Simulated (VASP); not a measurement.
# KP5 (P6/mmm) in VASP: notebook, part 2 of 3

VASP 6.6.1. Earlier steps stand in the parts before.

## 3. Single point, PBE

This run uses another cell than the first one: it holds 12 atoms, not 6.

Contents of INCAR:

```
SYSTEM = KP5
PREC = Accurate ; ENCUT = 520
EDIFF = 1E-7 ; ISMEAR = 0
SIGMA = 0.2 ; LREAL = .FALSE.
LASPH = .TRUE. ; NELM = 100
ALGO = Normal ; ISIF = 2
LWAVE = .FALSE. ; LCHARG = .TRUE.
GGA = PE ; LELF = .TRUE.
LVHAR = .TRUE. ; NBANDS = 46
```

Contents of KPOINTS:

```
Automatic mesh
0
G
  6 6 4
  0 0 0
```

Contents of POSCAR:

```
KP5
1.0
    6.3651975675      0.0000000000      0.0000000000
   -3.1825987838      5.5124227936      0.0000000000
    0.0000000000      0.0000000000      6.4834949120
K P
2 10
Direct
    0.0000000000      0.0000000000      0.0000000000
    0.0000000000      0.0000000000      0.5000000000
    0.5000000000      0.0000000000      0.2500000000
    0.5000000000      0.0000000000      0.7500000000
    0.5000000000      0.5000000000      0.2500000000
    0.5000000000      0.5000000000      0.7500000000
    0.0000000000      0.5000000000      0.2500000000
    0.0000000000      0.5000000000      0.7500000000
    0.3333333333      0.6666666667      0.0000000000
    0.3333333333      0.6666666667      0.5000000000
    0.6666666667      0.3333333333      0.0000000000
    0.6666666667      0.3333333333      0.5000000000
```

Potentials or basis: VASP PAW PBE potentials, release 64 (K_sv, P).

Launch:

```bash
$ cat potpaw_PBE.64/K_sv/POTCAR potpaw_PBE.64/P/POTCAR > POTCAR
$ mpirun -np 1 vasp_std > vasp.out
```

OUTCAR:

```text
SYSTEM = KP5
   PREC = Accurate
   ENCUT = 520
   EDIFF = 1E-7
   ISMEAR = 0
   LREAL = .FALSE.
   LASPH = .TRUE.
   NELM = 100
   ISIF = 2
   GGA = PE

 ion  position               nearest neighbor table
   1  0.000  0.000  0.000-   2 3.24   2 3.24
   2  0.000  0.000  0.500-   1 3.24   1 3.24
   3  0.500  0.000  0.250-   9 2.45  10 2.45  11 2.45  12 2.45
   4  0.500  0.000  0.750-   9 2.45  10 2.45  11 2.45  12 2.45
   5  0.500  0.500  0.250-   9 2.45  10 2.45  11 2.45  12 2.45
   6  0.500  0.500  0.750-   9 2.45  10 2.45  11 2.45  12 2.45
   7  0.000  0.500  0.250-   9 2.45  10 2.45  11 2.45  12 2.45
   8  0.000  0.500  0.750-   9 2.45  10 2.45  11 2.45  12 2.45
   9  0.333  0.667  0.000-   7 2.45   8 2.45   3 2.45   4 2.45   5 2.45   6 2.45
  10  0.333  0.667  0.500-   7 2.45   8 2.45   3 2.45   4 2.45   5 2.45   6 2.45
  11  0.667  0.333  0.000-   7 2.45   8 2.45   3 2.45   4 2.45   5 2.45   6 2.45
  12  0.667  0.333  0.500-   7 2.45   8 2.45   3 2.45   4 2.45   5 2.45   6 2.45
[... 7 lines left out ...]
 A1 = (   6.3651975675,   0.0000000000,   0.0000000000)
 A2 = (  -3.1825987838,   5.5124227936,   0.0000000000)
 A3 = (   0.0000000000,   0.0000000000,   6.4834949120)

Analysis of symmetry for initial positions (statically):
=====================================================================
 Subroutine PRICEL returns following result:

  LATTYP: Found a hexagonal cell.
 ALAT       =     6.3651975675
 C/A-ratio  =     0.5092925116

  Lattice vectors:

 A1 = (   6.3651975675,   0.0000000000,   0.0000000000)
 A2 = (  -3.1825987838,   5.5124227936,   0.0000000000)
 A3 = (   0.0000000000,   0.0000000000,   3.2417474560)

   2 primitive cells build up your supercell.

 Routine SETGRP: Setting up the symmetry group for a
 hexagonal supercell.

 Subroutine GETGRP returns: Found 24 space group operations
 (whereof 24 operations were pure point group operations)
 out of a pool of 24 trial point group operations.

The static configuration has the point symmetry D_6h.
[... 157 lines left out ...]
   LEPSILON=     F    determine dielectric tensor
   LRPA    =     F    only Hartree local field effects (RPA)
 non-spin polarized calculation
 Gauss-broadening in eV      SIGMA  =   0.20
  energy-cutoff  :      520.00
  volume of cell :      227.49
 maximum number of plane-waves:      6168
 NGX is ok and might be reduce to    48

 number of electron      68.0000010 magnetization

 Free energy of the ion-electron system (eV)
  ---------------------------------------------------
  ext. energy  EPLUGINS =         0.00000000
  ---------------------------------------------------
  free energy    TOTEN  =       -54.02169520 eV

  energy without entropy =      -53.91096386  energy(sigma->0) =      -53.96632953

 E-fermi :   6.0556     XC(G=0):  -9.9454

 val. band max:        5.9896362481   @ k =   0.1667   0.1667   0.2500
 cond. band min:       6.0560904672   @ k =   0.5000   0.0000   0.0000
 fundamental gap:      0.0664542191
 Fermi energy:         6.0556337726

 k-point     1 :       0.0000    0.0000    0.0000
  band No.  band energies     occupation
      1     -24.7638      2.00000
      2     -24.6525      2.00000
      3      -9.1725      2.00000
      4      -8.8084      2.00000
      5      -8.2624      2.00000
      6      -8.2624      2.00000
[... 1018 lines left out ...]
     45      11.4385      0.00000
     46      11.4432      0.00000

------------------------ aborting loop because EDIFF is reached ----------------------------------------

  FORCE on cell =-STRESS in cart. coord.  units (eV):
  Direction    XX          YY          ZZ          XY          YZ          ZX
  --------------------------------------------------------------------------------------
  -------------------------------------------------------------------------------------
  Total        0.6531039      0.6531039     -1.4596942     -0.0000000     -0.0000000      0.0000000
  in kB        4.5996979      4.5996979    -10.2803733     -0.0000000     -0.0000000      0.0000000
  external PRESSURE =      -0.3603259 kB  Pullay stress =       0.0000000 kB

 VOLUME and BASIS-vectors are now :
 -----------------------------------------------------------------------------
  energy-cutoff  :      520.00
  volume of cell :      227.49
      direct lattice vectors                 reciprocal lattice vectors
     6.365197568  0.000000000  0.000000000     0.157104314  0.090704218  0.000000000
    -3.182598784  5.512422794  0.000000000     0.000000000  0.181408436  0.000000000
     0.000000000  0.000000000  6.483494912     0.000000000  0.000000000  0.154237801

 POSITION                                       TOTAL-FORCE (eV/Angst)
 -----------------------------------------------------------------------------------
      0.00000      0.00000      0.00000        -0.000000     -0.000000     -0.000000
      0.00000      0.00000      3.24175        -0.000000     -0.000000     -0.000000
      3.18260      0.00000      1.62087        -0.000000     -0.000000     -0.000000
      3.18260      0.00000      4.86262        -0.000000     -0.000000      0.000000
      1.59130      2.75621      1.62087        -0.000000     -0.000000      0.000000
      1.59130      2.75621      4.86262        -0.000000     -0.000000      0.000000
     -1.59130      2.75621      1.62087        -0.000000     -0.000000      0.000000
     -1.59130      2.75621      4.86262        -0.000000     -0.000000      0.000000
     -0.00000      3.67495      0.00000        -0.000000     -0.000000     -0.000000
     -0.00000      3.67495      3.24175         0.000000      0.000000      0.000000
      3.18260      1.83747      0.00000         0.000000      0.000000     -0.000000
      3.18260      1.83747      3.24175        -0.000000     -0.000000     -0.000000
 -----------------------------------------------------------------------------------
    total drift:                               -0.000000      0.000000     -0.000000

  FREE ENERGIE OF THE ION-ELECTRON SYSTEM (eV)
  ---------------------------------------------------
  free  energy   TOTEN  =       -54.0216951991 eV

  energy  without entropy=      -53.9109638628  energy(sigma->0) =      -53.96632953
```

OSZICAR:

```text
N       E                     dE             d eps       ncg     rms          rms(c)
DAV:   1     0.340608853469E+03    0.34061E+03   -0.29920E+04  1932   0.132E+03
DAV:   2    -0.255956979546E+02   -0.36620E+03   -0.35436E+03  2396   0.277E+02
DAV:   3    -0.532964577257E+02   -0.27701E+02   -0.26998E+02  2728   0.649E+01
DAV:   4    -0.541800115473E+02   -0.88355E+00   -0.87572E+00  2810   0.114E+01
DAV:   5    -0.542079992453E+02   -0.27988E-01   -0.27961E-01  2754   0.174E+00    0.140E+01
DAV:   6    -0.540816319330E+02    0.12637E+00   -0.14495E-01  2376   0.161E+00    0.845E+00
DAV:   7    -0.540173537353E+02    0.64278E-01   -0.21533E-01  2474   0.206E+00    0.787E-01
DAV:   8    -0.540213385208E+02   -0.39848E-02   -0.45349E-02  2672   0.791E-01    0.361E-01
DAV:   9    -0.540215954885E+02   -0.25697E-03   -0.18862E-03  2642   0.207E-01    0.115E-01
DAV:  10    -0.540216744790E+02   -0.78991E-04   -0.20997E-04  2456   0.632E-02    0.490E-02
DAV:  11    -0.540216947694E+02   -0.20290E-04   -0.55799E-05  2570   0.334E-02    0.967E-03
DAV:  12    -0.540216952706E+02   -0.50125E-06   -0.80280E-06  2704   0.103E-02    0.441E-03
DAV:  13    -0.540216951991E+02    0.71514E-07   -0.56148E-07  2424   0.326E-03
   1 F= -.54021695E+02 E0= -.53966330E+02  d E =-.110731E+00
```

stdout:

```text
POSCAR found type information on POSCAR K P
 POSCAR found :  2 types and      12 ions
 scaLAPACK will be used
 LDA part: xc-table for (Slater+PW92), standard interpolation
 POSCAR, INCAR and KPOINTS ok, starting setup
 FFT: planning ... GRIDC
 FFT: planning ... GRID_SOFT
 FFT: planning ... GRID
 WAVECAR not read
 entering main loop
```

Run time: 2.1 min. Hardware: 1 thread of AMD EPYC 9R45 (Zen 5), shared host; peak memory 0.39 GiB.

Results:

```
Free energy            : -54.0217 eV
Pressure               : 0.0 GPa
Band gap on the k mesh : zero (bands 34 and 35 overlap by 1.35 eV)
```

Levels at points of the mesh, in eV from the Fermi level:
```csv
k point,band 32,band 33,band 34,band 35,band 36,band 37
"(0.00, 0.00, 0.00)",0.53,0.53,0.59,0.63,0.86,0.86
"(0.50, 0.00, 0.00)",-1.59,-1.19,-0.37,0.00,0.49,1.25
"(0.00, 0.00, 0.50)",-0.66,-0.66,-0.66,1.02,1.02,1.92
"(0.50, 0.00, 0.50)",-1.61,0.00,0.00,0.15,0.15,1.27
```

(Continued in part 3 of 3.)
